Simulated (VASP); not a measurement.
Runs of VASP 6.6.1 on Cs. The structure is that of space group Fm-3m (No. 225), or close to it. The cells are those of the table. This isn't the form of Cs at room conditions, which is bcc.

```tsv
cell	gap on the mesh (eV)	pressure (GPa)
a = 5.298 Å, angles 60.0°, 1 atom	none	0.4
a = 5.615 Å, angles 60.0°, 1 atom	none	0.0
a = 5.212 Å, angles 60.0°, 1 atom	none	(b)
a = 5.689 Å, angles 60.0°, 1 atom	none	(a)
a = 5.381 Å, angles 60.0°, 1 atom	none	0.3
a = 5.461 Å, angles 60.0°, 1 atom	none	0.2
a = 5.539 Å, angles 60.0°, 1 atom	none	0.1
```

Alike in all rows: task single point; level r2SCAN; potentials or basis VASP PAW PBE potentials, release 64 (Cs_sv); no spin polarisation; k mesh 10 × 10 × 10; cutoff (eV) 520; smearing gaussian 0.05 eV.

Task: Estimate the missing entries.

Result: (a) -0.1; (b) 0.6.

Caveats: the PAW data sets were made with another functional, which shifts forces and pressure a little; spin-orbit coupling is left out, which moves the levels of the heavy elements.

A k mesh can miss the band edges, and the runs leave out spin-orbit coupling on Cs.

A gap of «none» marks levels without a gap at the run's occupations.
